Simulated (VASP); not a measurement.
# Al32H (a cell with a defect) in VASP: single point with PBE+D3(BJ)

Aim: the single point of Al32H (a cell with a defect) with PBE+D3(BJ).

Everything below comes from runs of VASP 6.6.1. Logs are shortened: lines on timing, memory, paths and dates and some standing lists are left out, and cuts for length are marked.

## 1. The cell of the first run

The cell holds a defect, 33 atoms: a = 8.100 Å, b = 8.100 Å, c = 8.100 Å, α = 90.00°, β = 90.00°, γ = 90.00°.

## 2. Single point, PBE+D3(BJ)

INCAR

```
  ALGO = Normal
  EDIFF = 1E-6
  ENCUT = 520
  GGA = PE
  ISIF = 2
  ISMEAR = 0
  IVDW = 12
  LASPH = T
  LCHARG = F
  LREAL = Auto
  LWAVE = F
  NBANDS = 70
  NELM = 80
  PREC = Accurate
  SIGMA = 0.15
```

KPOINTS

```
k-points
0
Gamma
  3 3 3
```

POSCAR

```
Al32H
1.0
    8.1000000000      0.0000000000      0.0000000000
    0.0000000000      8.1000000000      0.0000000000
    0.0000000000      0.0000000000      8.1000000000
Al H
32 1
Direct
    0.4906719753     -0.0094523457      0.0092181481
    0.7588969136      0.2587572840      0.0089508642
    0.7493232099      0.0002609877      0.2490472840
   -0.0010403704      0.0002549383     -0.0005982716
    0.2507458025      0.2491304938     -0.0006132099
    0.5004198765      0.4987806173     -0.0005760494
    0.7492875309      0.7505772840     -0.0006401235
    0.2475377778     -0.0009354321      0.2523260494
    0.5004407407      0.2491466667      0.2490848148
    0.7505455556      0.5020091358      0.2522355556
    0.5004646914      0.0002779012      0.5009051852
    0.7493228395      0.2491390123      0.5008190123
    0.7591243210     -0.0094119753      0.7407638272
    0.0021729630      0.5020123457      0.0006081481
    0.2475525926      0.7473825926      0.0006386420
    0.0021658025      0.2503885185      0.2522314815
    0.2498943210      0.4996864198      0.2499438272
    0.4992267901      0.7473777778      0.2523161728
    0.0022528395     -0.0009314815      0.4976124691
    0.2475977778      0.2504023457      0.4976648148
    0.4992440741      0.5020513580      0.4976533333
    0.7505724691      0.7473932099      0.4976300000
    0.2508190123      0.0002846914      0.7505443210
    0.4908314815      0.2588656790      0.7408832099
    0.7493534568      0.4987935802      0.7504908642
   -0.0001353086      0.7497127160      0.2499361728
   -0.0001262963      0.4996876543      0.4999649383
    0.2499122222      0.7497225926      0.4999843210
   -0.0009900000      0.2491545679      0.7505059259
    0.2475902469      0.5020474074      0.7493072840
    0.5004914815      0.7506132099      0.7505641975
    0.0022391358      0.7473892593      0.7492939506
    0.6247550617      0.1243566667      0.8749296296
```

Potentials or basis: VASP PAW PBE potentials, release 64 (Al, H).

Launch:

```console
$ cat potpaw_PBE.64/Al/POTCAR potpaw_PBE.64/H/POTCAR > POTCAR
$ mpirun -np 1 vasp_std > vasp.out
```

OUTCAR:

```text
EDIFF = 1E-6
   ENCUT = 520
   GGA = PE
   ISIF = 2
   ISMEAR = 0
   IVDW = 12
   LASPH = T
   LREAL = Auto
   NELM = 80
   PREC = Accurate
 IVDW          = 12

 ion  position               nearest neighbor table
   1  0.491  0.991  0.009-  33 1.88   8 2.79  18 2.79  15 2.79   9 2.86   3 2.86   5 2.86  23 2.86
                             7 2.86  31 2.86   2 3.07  24 3.07  13 3.08
   2  0.759  0.259  0.009-  33 1.88  14 2.79  10 2.79  16 2.79  25 2.86   6 2.86  29 2.86   4 2.86
                             9 2.86   3 2.86  24 3.07  13 3.07   1 3.07
   3  0.749  0.000  0.249-   9 2.85   1 2.86   2 2.86   4 2.86   7 2.86  12 2.87  11 2.87  26 2.87
                            22 2.87  19 2.87  16 2.88  18 2.88
   4  0.999  0.000  0.999-  29 2.85  13 2.86   2 2.86   3 2.86   7 2.86   5 2.87  23 2.87  26 2.87
                            15 2.87   8 2.87  16 2.88  32 2.88
   5  0.251  0.249  0.999-  23 2.85   1 2.86  24 2.86   6 2.86   9 2.86  29 2.87   4 2.87  17 2.87
                            16 2.87  14 2.87  30 2.88   8 2.88
   6  0.500  0.499  0.999-  25 2.85  24 2.86   2 2.86   9 2.86   5 2.86   7 2.87  31 2.87  17 2.87
                            15 2.87  18 2.87  10 2.88  30 2.88
   7  0.749  0.751  0.999-  31 2.85   1 2.86  13 2.86   4 2.86   3 2.86  25 2.87   6 2.87  26 2.87
                            10 2.87  14 2.87  18 2.88  32 2.88
   8  0.248  0.999  0.252-   1 2.79  19 2.81  20 2.84  16 2.85  28 2.85  26 2.85   4 2.87  11 2.87
                             9 2.88   5 2.88  15 2.88  18 2.88
   9  0.500  0.249  0.249-   3 2.85   1 2.86   2 2.86   6 2.86   5 2.86  12 2.87  11 2.87  17 2.87
[... 32 lines left out ...]
                            22 2.87  32 2.87  14 2.88  21 2.88
  26  1.000  0.750  0.250-  15 2.85  22 2.85  10 2.85   8 2.85  14 2.85  19 2.85  27 2.86  17 2.86
                            28 2.86   4 2.87   3 2.87   7 2.87
  27  1.000  0.500  0.500-  22 2.85  20 2.85  32 2.85  16 2.85  10 2.85  30 2.85  17 2.86  26 2.86
                            28 2.86  25 2.87  29 2.87  12 2.87
  28  0.250  0.750  0.500-  32 2.85  18 2.85  30 2.85   8 2.85  21 2.85  19 2.85  27 2.86  17 2.86
                            26 2.86  11 2.87  23 2.87  31 2.87
  29  0.999  0.249  0.751-   4 2.85  13 2.86   2 2.86  25 2.86  12 2.86   5 2.87  23 2.87  27 2.87
                            20 2.87  30 2.87  14 2.88  19 2.88
  30  0.248  0.502  0.749-  24 2.79  32 2.81  15 2.84  14 2.85  28 2.85  27 2.85  31 2.87  29 2.87
                             6 2.88   5 2.88  20 2.88  21 2.88
  31  0.500  0.751  0.751-   7 2.85   1 2.86  13 2.86  11 2.86  23 2.86  25 2.87   6 2.87  28 2.87
                            30 2.87  21 2.87  15 2.88  22 2.88
  32  0.002  0.747  0.749-  13 2.79  30 2.81  15 2.84  14 2.85  28 2.85  27 2.85  23 2.87  25 2.87
                             4 2.88   7 2.88  22 2.88  19 2.88
  33  0.625  0.124  0.875-   1 1.88  13 1.88  24 1.88   2 1.88

  LATTYP: Found a simple cubic cell.
 ALAT       =     8.1000000000

  Lattice vectors:

 A1 = (   8.1000000000,   0.0000000000,   0.0000000000)
 A2 = (   0.0000000000,   8.1000000000,   0.0000000000)
 A3 = (   0.0000000000,   0.0000000000,   8.1000000000)

Analysis of symmetry for initial positions (statically):
=====================================================================
 Subroutine PRICEL returns:
 Original cell was already a primitive cell.

 Routine SETGRP: Setting up the symmetry group for a
 simple cubic supercell.

 Subroutine GETGRP returns: Found  1 space group operations
 (whereof  1 operations were pure point group operations)
 out of a pool of 48 trial point group operations.

The static configuration has the point symmetry C_1 .

Analysis of symmetry for dynamics (positions and initial velocities):
=====================================================================
 Subroutine PRICEL returns:
 Original cell was already a primitive cell.

 Routine SETGRP: Setting up the symmetry group for a
 simple cubic supercell.

 Subroutine GETGRP returns: Found  1 space group operations
 (whereof  1 operations were pure point group operations)
 out of a pool of 48 trial point group operations.

The dynamic configuration has the point symmetry C_1 .

 Subroutine INISYM returns: Found  1 space group operations
 (whereof  1 operations are pure point group operations),
 and found     1 'primitive' translations

----------------------------------------------------------------------------------------

                                     Primitive cell

  volume of cell :     531.4410

  direct lattice vectors                    reciprocal lattice vectors
     8.100000000  0.000000000  0.000000000     0.123456790  0.000000000  0.000000000
     0.000000000  8.100000000  0.000000000     0.000000000  0.123456790  0.000000000
[... 95 lines left out ...]
     0.000000000  0.000000000  0.000000000

 Subroutine IBZKPT returns following result:
 ===========================================

 Found     14 irreducible k-points:

 Following reciprocal coordinates:
            Coordinates               Weight
  0.000000  0.000000  0.000000      1.000000
  0.333333  0.000000  0.000000      2.000000
  0.000000  0.333333  0.000000      2.000000
  0.000000  0.000000  0.333333      2.000000
  0.333333  0.333333  0.000000      2.000000
  0.000000  0.333333  0.333333      2.000000
  0.333333  0.000000  0.333333      2.000000
 -0.333333  0.333333  0.000000      2.000000
 -0.333333  0.000000  0.333333      2.000000
  0.000000 -0.333333  0.333333      2.000000
  0.333333  0.333333  0.333333      2.000000
 -0.333333  0.333333  0.333333      2.000000
 -0.333333 -0.333333  0.333333      2.000000
  0.333333 -0.333333  0.333333      2.000000
   k-points           NKPTS =     14   k-points in BZ     NKDIM =     14   number of bands    NBANDS=     70
   number of dos      NEDOS =    301   number of ions     NIONS =     33
   total plane-waves  NPLWV = 216000
   dimension x,y,z NGX =    60 NGY =   60 NGZ =   60
   dimension x,y,z NGXF=   120 NGYF=  120 NGZF=  120
   ions per type =              32   1
   NGX,Y,Z   is equivalent  to a cutoff of  12.31, 12.31, 12.31 a.u.
   NGXF,Y,Z  is equivalent  to a cutoff of  24.63, 24.63, 24.63 a.u.
 SYSTEM =  unknown system
   PREC   = accura    normal or accurate (medium, high low for compatibility)
   ISTART =      0    job   : 0-new  1-cont  2-samecut
   ICHARG =      2    charge: 1-file 2-atom 10-const
   ISPIN  =      1    spin polarized calculation?
   LNONCOLLINEAR =      F non collinear calculations
   LSORBIT =      F    spin-orbit coupling
   LASPH  =      T    aspherical Exc in radial PAW
   ENCUT  =  520.0 eV  38.22 Ry    6.18 a.u.  15.06 15.06 15.06*2*pi/ulx,y,z
   NELM   =     80;   NELMIN=  2; NELMDL= -5     # of ELM steps
   EDIFF  = 0.1E-05   stopping-criterion for ELM
   LREAL  =      T    real-space projection
   EDIFFG = 0.1E-04   stopping-criterion for IOM
   NSW    =      0    number of steps for IOM
   IBRION =     -1    ionic relax: 0-MD 1-quasi-New 2-CG
   NFREE  =      0    steps in history (QN), initial steepest desc. (CG)
   ISIF   =      2    stress and relaxation
   ISYM   =      2    0-nonsym 1-usesym 2-fastsym
   POTIM  = 0.5000    time-step for ionic-motion
   TEBEG  =    0.0;   TEEND  =   0.0 temperature during run
   PSTRESS=    0.0 pullay stress
   NELECT =      97.0000    total number of electrons
   NUPDOWN=      -1.0000    fix difference up-down
   EMIN   =  10.00;   EMAX   =-10.00  energy-range for DOS
   EFERMI =   0.00;   METHOD = LEGACY
   ISMEAR =     0;   SIGMA  =   0.15  broadening in eV -4-tet -1-fermi 0-gaus
   EFERMI_NEDOS =   21; number of points for ismear=-14 and -15
   IALGO  =     38    algorithm
   IMIX   =      4    mixing-type and parameters
     AMIX     =   0.40;   BMIX     =  1.00
     AMIX_MAG =   1.60;   BMIX_MAG =  1.00
  volume/ion in A,a.u.               =      16.10       108.68
  Fermi-wavevector in a.u.,A,eV,Ry     =   0.928639  1.754874 11.733269  0.862371
  Thomas-Fermi vector in A             =   2.054837
   LORBIT       =      0    0 simple, 1 ext, 2 COOP (PROOUT), +10 PAW based schemes
   GGA     = PE    functional components
   LHFCALC =     F    Hartree Fock is set to
   AEXX    =    0.0000 exact exchange contribution
   IVDW    =    12    specifies the selected vdW correction
   LEPSILON=     F    determine dielectric tensor
   LRPA    =     F    only Hartree local field effects (RPA)
 non-spin polarized calculation
 Gauss-broadening in eV      SIGMA  =   0.15
  energy-cutoff  :      520.00
  volume of cell :      531.44
 maximum number of plane-waves:     14358
   NGX = 31   NGY = 31   NGZ = 31

 number of electron      96.9999998 magnetization

 Free energy of the ion-electron system (eV)
  ---------------------------------------------------
  ext. energy  EPLUGINS =         0.00000000
  ---------------------------------------------------
  free energy    TOTEN  =      -123.39052323 eV

  energy without entropy =     -123.29964669  energy(sigma->0) =     -123.34508496

 E-fermi :   7.8440     XC(G=0): -10.1932

 val. band max:        7.8362958743   @ k =   0.0000   0.0000   0.3333
 cond. band min:       8.0062623934   @ k =   0.0000   0.3333   0.0000
 fundamental gap:      0.1699665191
 Fermi energy:         7.8439962864

 k-point     1 :       0.0000    0.0000    0.0000
  band No.  band energies     occupation
      1      -3.2701      2.00000
      2      -1.6012      2.00000
      3      -0.9250      2.00000
      4      -0.9246      2.00000
      5      -0.9242      2.00000
      6      -0.9162      2.00000
[... 871 lines left out ...]
     59       9.7529      0.00000
     60       9.7532      0.00000
 [bands above 60 left out]

------------------------ aborting loop because EDIFF is reached ----------------------------------------

 Edisp (eV)  -10.83657

 E8    (eV) :    -4.8259

  FORCE on cell =-STRESS in cart. coord.  units (eV):
  Direction    XX          YY          ZZ          XY          YZ          ZX
  --------------------------------------------------------------------------------------
  -------------------------------------------------------------------------------------
  Total      -9.94692    -9.93767    -9.94907     0.00092    -0.00187    -0.01469
  in kB     -29.98777   -29.95989   -29.99425     0.00278    -0.00564    -0.04429
  external pressure =      -29.98 kB  Pullay stress =        0.00 kB

 VOLUME and BASIS-vectors are now :
 -----------------------------------------------------------------------------
  energy-cutoff  :      520.00
  volume of cell :      531.44
      direct lattice vectors                 reciprocal lattice vectors
     8.100000000  0.000000000  0.000000000     0.123456790  0.000000000  0.000000000
     0.000000000  8.100000000  0.000000000     0.000000000  0.123456790  0.000000000
     0.000000000  0.000000000  8.100000000     0.000000000  0.000000000  0.123456790

 POSITION                                       TOTAL-FORCE (eV/Angst)
 -----------------------------------------------------------------------------------
      3.97444      8.02344      0.07467        -0.002938     -0.002829      0.002334
      6.14707      2.09593      0.07250         0.006405      0.002963      0.007821
      6.06952      0.00211      2.01728        -0.003879      0.002453     -0.005599
      8.09157      0.00207      8.09515        -0.005044      0.002342     -0.003774
      2.03104      2.01796      8.09503         0.004457     -0.002826     -0.003529
      4.05340      4.04012      8.09533         0.001968     -0.005300     -0.003160
[... 25 lines left out ...]
      0.01814      6.05385      6.06928         0.004053     -0.004010     -0.000409
      5.06052      1.00729      7.08693         0.001030      0.003195     -0.000121
 -----------------------------------------------------------------------------------
    total drift:                                0.001174     -0.011261     -0.000934

  FREE ENERGIE OF THE ION-ELECTRON SYSTEM (eV)
  ---------------------------------------------------
  free  energy   TOTEN  =      -134.2270977899 eV

  energy  without entropy=     -134.1362212470  energy(sigma->0) =     -134.18165952
```

Run time: 17 min. Hardware: 1 thread of Oxide Virtual Turin-like, shared host; peak memory 0.62 GiB.

What came out:

```
Free energy                : -134.2271 eV
Pressure                   : -3.0 GPa
Largest force              : 0.011 eV/Å
Band gap on the k mesh     : zero (an odd number of electrons rules out a gap without spin polarisation)
Dispersion energy per atom : -0.328 eV
```

Forces in eV/Å, atoms in the order of the input:
```
Al  -0.003 -0.003  0.002
Al   0.006  0.003  0.008
Al  -0.004  0.002 -0.006
Al  -0.005  0.002 -0.004
Al   0.004 -0.003 -0.004
Al   0.002 -0.005 -0.003
Al  -0.004  0.005 -0.004
Al  -0.003 -0.002  0.003
Al   0.003 -0.004 -0.004
Al   0.001  0.004  0.004
Al   0.003  0.003  0.005
Al  -0.003 -0.003  0.004
Al   0.003 -0.003 -0.003
Al   0.004  0.004  0.001
Al  -0.004 -0.005  0.001
Al   0.004  0.001  0.005
Al   0.000  0.001  0.000
Al   0.000 -0.004  0.004
Al   0.003 -0.002 -0.003
Al  -0.004  0.001 -0.005
Al  -0.001  0.004 -0.004
Al   0.001 -0.004 -0.004
Al   0.005  0.002  0.003
Al  -0.005  0.002 -0.004
Al  -0.004 -0.005  0.002
Al   0.000  0.001  0.000
Al   0.000  0.001  0.000
Al   0.001  0.003  0.000
Al  -0.004 -0.004  0.003
Al  -0.004  0.004 -0.001
Al   0.004  0.005  0.004
Al   0.004 -0.004  0.000
H    0.001  0.003  0.000
```

Levels at points of the mesh, in eV from the Fermi level:
| k point | band 44 | band 45 | band 46 | band 47 | band 48 | band 49 | band 50 | band 51 | band 52 | band 53 |
| --- | --- | --- | --- | --- | --- | --- | --- | --- | --- | --- |
| (0.00, 0.00, 0.00) | -0.71 | -0.67 | 0.23 | 0.23 | 0.23 | 0.30 | 0.30 | 0.30 | 0.74 | 1.12 |

The gap in the log of VASP goes by the Fermi energy; the results here count the filled bands.